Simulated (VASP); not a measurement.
Set up this calculation in VASP 6.6.1, as the native input.

```
Task                   : single point
Functional             : PBEsol
Potentials or basis    : VASP PAW PBE potentials, release 64 (Mg, Tl_d)
Cutoff                 : 520 eV
k mesh                 : 12 × 12 × 12
Occupations            : gaussian, width 0.1 eV
Spin                   : no spin polarisation
Dipole correction      : no
Further INCAR settings : ALGO = Fast; EDIFF = 1e-07; NBANDS = 14
```

The structure of MgTl lies in POSCAR:

```
MgTl
1.0
    3.5491836337      0.0000000000      0.0000000000
    0.0000000000      3.5491836337      0.0000000000
    0.0000000000      0.0000000000      3.5491836337
Mg Tl
1 1
Direct
    0.0000000000      0.0000000000      0.0000000000
    0.5000000000      0.5000000000      0.5000000000
```

This cell differs from its parent crystal: volume scaled by 0.94.

One way to write it, as run:

INCAR

```
PREC = Accurate
ENCUT = 520
EDIFF = 1E-7
ISMEAR = 0
SIGMA = 0.1
LREAL = False
LASPH = True
NELM = 100
ALGO = Fast
ISIF = 2
LWAVE = False
LCHARG = False
GGA = PS
NBANDS = 14
```

KPOINTS

```
Automatic mesh
0
Gamma
  12 12 12
```

Potentials or basis: VASP PAW PBE potentials, release 64 (Mg, Tl_d).

Launch:

```bash
$ cat potpaw_PBE.64/Mg/POTCAR potpaw_PBE.64/Tl_d/POTCAR > POTCAR
$ mpirun -np 1 vasp_std > vasp.out
```

It gave:

```json
{
  "Pressure": "2.7 GPa"
}
```

Caveat: the PAW data sets were made with another functional, which shifts forces and pressure a little.

Wall time 21 s on 1 thread of Intel(R) Xeon(R) 6975P-C (Granite Rapids), on a shared host, peak memory 0.19 GiB.
